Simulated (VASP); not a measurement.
Set up this calculation in VASP 6.6.1, as the native input.

* Task: single point
* Functional: r2SCAN
* Potentials or basis: VASP PAW PBE potentials, release 64 (Cs_sv, Br)
* Cutoff: 550 eV
* k mesh: 4 × 4 × 4
* Occupations: gaussian, width 0.1 eV
* Spin: no spin polarisation
* Dipole correction: no
* Further INCAR settings: ALGO = Normal; EDIFF = 1e-06; NBANDS = 15

The system is CsBr.

```
CELL_PARAMETERS angstrom
4.28600 0.00000 0.00000
0.00000 4.28600 0.00000
0.00000 0.00000 4.28600
ATOMIC_POSITIONS crystal
Cs 0.00000 0.00000 0.00000
Br 0.50000 0.50000 0.50000
```

The input as run:

POSCAR

```
CsBr
1.0
    4.2860000000      0.0000000000      0.0000000000
    0.0000000000      4.2860000000      0.0000000000
    0.0000000000      0.0000000000      4.2860000000
Cs Br
1 1
Direct
    0.0000000000      0.0000000000      0.0000000000
    0.5000000000      0.5000000000      0.5000000000
```

INCAR.step1

```
SYSTEM = CsBr
PREC = Accurate
ENCUT = 550
ISMEAR = 0
SIGMA = 0.1
LREAL = .False.
LASPH = .True.
NELM = 120
NBANDS = 15
GGA = PE
ALGO = Normal
EDIFF = 1E-5
LWAVE = .True.
LCHARG = .False.
GGA_COMPAT = .False.
```

INCAR.step2

```
SYSTEM = CsBr
PREC = Accurate
ENCUT = 550
EDIFF = 1E-6
ISMEAR = 0
SIGMA = 0.1
LREAL = .False.
LASPH = .True.
NELM = 120
ALGO = Normal
ISIF = 2
LWAVE = .False.
LCHARG = .False.
METAGGA = R2SCAN
LMIXTAU = .True.
NBANDS = 15
ISTART = 1
GGA_COMPAT = .False.
```

KPOINTS

```
Automatic mesh
0
Gamma
  4 4 4
  0 0 0
```

Potentials or basis: VASP PAW PBE potentials, release 64 (Cs_sv, Br).

Command:

```bash
$ cat potpaw_PBE.64/Cs_sv/POTCAR potpaw_PBE.64/Br/POTCAR > POTCAR
$ cp INCAR.step1 INCAR
$ mpirun -np 1 vasp_std > vasp.out
$ cp INCAR.step2 INCAR
$ mpirun -np 1 vasp_std > vasp.out
```

It gave:

The pressure is 0.5 GPa. The band gap on the k mesh is 5.29 eV, direct.

Caveat: the PAW data sets were made with another functional, which shifts forces and pressure a little; spin-orbit coupling is left out, which moves the levels of the heavy elements.

Wall time 110 s on 1 thread of Intel Xeon 8259CL, with other jobs on the host, peak memory 0.22 GiB.
